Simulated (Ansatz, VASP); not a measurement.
# One calculation of P, two programs

The input INCAR:

```
PREC = Accurate
ENCUT = 520
EDIFF = 1E-7
ISMEAR = 0
SIGMA = 0.15
LREAL = False
LASPH = True
NELM = 100
ALGO = Normal
ISIF = 2
LWAVE = False
LCHARG = False
GGA = PE
IVDW = 12
NBANDS = 30
```

Contents of KPOINTS:

```
regular mesh
0
Gamma
  12 12 12
```

Contents of POSCAR:

```
P
1.0
    0.0000000000     -4.8145205296      0.0000000000
   -4.8145205296      0.0000000000      0.0000000000
    0.0000000000      0.0000000000     -4.8147372170
P
8
Direct
    0.5000000000      0.5000000000      0.4844228259
    0.5000000000      0.5000000000      0.0000000000
    0.0000000000      0.5000000000      0.5000000000
    0.0000000000      0.5000000000      0.0000000000
    0.5000000000      0.0000000000      0.5000000000
    0.5000000000      0.0000000000      0.0000000000
    0.0000000000      0.0000000000      0.5000000000
    0.0000000000      0.0000000000      0.0000000000
```

Input for Ansatz:

```yaml
crystal:
  lattice:
    - [0.0, -4.8145205296, 0.0]
    - [-4.8145205296, 0.0, 0.0]
    - [0.0, 0.0, -4.814737217]
  atoms:
    - { symbol: P, position: [0.5, 0.5, 0.4844228259] }
    - { symbol: P, position: [0.5, 0.5, 0.0] }
    - { symbol: P, position: [0.0, 0.5, 0.5] }
    - { symbol: P, position: [0.0, 0.5, 0.0] }
    - { symbol: P, position: [0.5, 0.0, 0.5] }
    - { symbol: P, position: [0.5, 0.0, 0.0] }
    - { symbol: P, position: [0.0, 0.0, 0.5] }
    - { symbol: P, position: [0.0, 0.0, 0.0] }
basis:
  ecutwfc: 420
kpoints:
  mp_grid: { grid: [12, 12, 12] }
hamiltonian:
  xc: pbe
  dispersion: d3bj
scf:
  occupations: { method: gaussian, width: 0.15 }
output:
  forces: true
  stress: true
  eigenvalues: true
```

Alike in both runs: task single point; functional PBE; dispersion D3(BJ); k mesh 12 × 12 × 12; occupations gaussian, width 0.15 eV; no spin polarisation.

|  | VASP | Ansatz |
| --- | --- | --- |
| version | VASP 6.6.1 | Ansatz 0.2.0 |
| potentials or method | VASP PAW PBE potentials, release 64 (P), cutoff 520 eV | scalar-relativistic, plane waves, PAW |
| valence electrons in the cell | 40 | 40 |

```csv
,VASP,Ansatz,Ansatz less VASP
gap on the k mesh at the Fermi level (eV),none,none,-
pressure (GPa),-0.2,0.1,+0.34
"traceless stress, the component that is largest in VASP (GPa)",0.11,0.12,+0.005
rms of the force components (eV/Å),0.083,0.084,+0.0015
```

Atom by atom the forces differ by 0.004 eV/Å (rms over components). A gap of «none» marks a metal or a gap that the smearing closes.
